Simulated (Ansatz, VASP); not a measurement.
Two plane-wave programs on Cd

File POSCAR:

```
Cd
1.0
    2.9509006248      0.0000000000      0.0000000000
   -1.4754503124      2.5555549051      0.0000000000
    0.0000000000      0.0000000000      5.8838547497
Cd
2
Direct
    0.3333333333      0.6666666667      0.2500000000
    0.6666666667      0.3333333333      0.7500000000
```

File INCAR.step1:

```
PREC = Accurate
ENCUT = 520
ISMEAR = -1
SIGMA = 0.1
LREAL = False
LASPH = True
NELM = 80
NBANDS = 19
GGA = PE
ALGO = Normal
EDIFF = 1E-4
LWAVE = True
LCHARG = False
```

File INCAR.step2:

```
PREC = Accurate
ENCUT = 520
EDIFF = 1E-6
ISMEAR = -1
SIGMA = 0.1
LREAL = False
LASPH = True
NELM = 80
ALGO = Normal
ISIF = 2
LWAVE = False
LCHARG = False
METAGGA = R2SCAN
LMIXTAU = True
NBANDS = 19
ISTART = 1
```

File KPOINTS:

```
regular mesh
0
Gamma
  12 12 6
```

Input for Ansatz:

```yaml
crystal:
  lattice:
    - [2.9509006248, 0.0, 0.0]
    - [-1.4754503124, 2.5555549051, 0.0]
    - [0.0, 0.0, 5.8838547497]
  atoms:
    - { symbol: Cd, position: [0.3333333333, 0.6666666667, 0.25] }
    - { symbol: Cd, position: [0.6666666667, 0.3333333333, 0.75] }
hamiltonian:
  xc: r2scan
  pseudopotentials:
    kind: paw
    azcp:
      Cd: "pseudopotentials/Cd.paw.azcp"
basis:
  ecutwfc: 600
  fft_grid_basis: typed
kpoints:
  mp_grid: { grid: [12, 12, 6], shift: [0, 0, 0] }
magnetization:
  spin_polarized: false
scf:
  occupations: { method: fermi_dirac, width: 0.1 }
  lower_state_search: "off"
output:
  stress: true
```

Alike in both runs: task single point; functional r2SCAN; k mesh 12 × 12 × 6; occupations fermi-dirac, width 0.1 eV; no spin polarisation.

|  | VASP | Ansatz |
| --- | --- | --- |
| version | VASP 6.6.1 | Ansatz 0.2.0 |
| potentials or method | VASP PAW PBE potentials, release 64 (Cd), cutoff 520 eV | plane waves (600 eV) with PAW, scalar-relativistic |
| valence electrons in the cell | 24 | 40 |

Ansatz gave:

```
pressure (GPa)                                                : 0.0
traceless stress, the component that is largest in VASP (GPa) : 0.01
```

**Question.** Estimate VASP's values.

**Answer.** Pressure (GPa): 0.4; traceless stress, the component that is largest in VASP (GPa): -0.17.

VASP's potentials were made for PBE, not for r2SCAN. VASP's potentials hold 24 valence electrons a cell and Ansatz's 40, so a difference there can come from the potentials and not from the codes.
